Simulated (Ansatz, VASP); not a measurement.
**MgI2 in VASP and in Ansatz**

```
Mg I
1.0
     4.15370    0.00000   -0.31153
    -2.07685    3.59721    0.15576
    -0.51465    0.00000    6.86200
Mg I
1 2
Direct
  0.00000 0.00000 0.00000
  0.33333 0.66667 0.75763
  0.66667 0.33333 0.24237
```

Change from the starting cell: strain -0.1500 x Voigt [0, 0, 0, 0, 1, 0], atoms carried along.

Alike in both runs: task single point; functional PBE; k mesh 6 × 6 × 4; occupations gaussian, width 0.05 eV; no spin polarisation.

```csv
,VASP,Ansatz
version,VASP 6.6.1,Ansatz 0.2.0
potentials or method,"VASP PAW PBE potentials, release 64 (Mg, I), cutoff 520 eV","scalar-relativistic, plane waves, PAW"
valence electrons in the cell,16,44
```

```tsv
	VASP	Ansatz	Ansatz less VASP
gap on the k mesh at the Fermi level (eV)	3.34	3.36	+0.019
least direct gap on the mesh (eV)	3.50	3.52	+0.016
pressure (GPa)	2.2	2.2	+0.05
traceless stress, the component that is largest in VASP (GPa)	2.73	2.73	+0.004
rms of the force components (eV/Å)	0.247	0.250	+0.0023
```

Atom by atom the forces differ by 0.004 eV/Å (rms over components). The functional is the same, so the differences come from potentials, cutoffs and numerics. VASP's potentials hold 16 valence electrons a cell and Ansatz's 44, so a difference there can come from the potentials and not from the codes.

Neither program's run includes spin-orbit coupling.
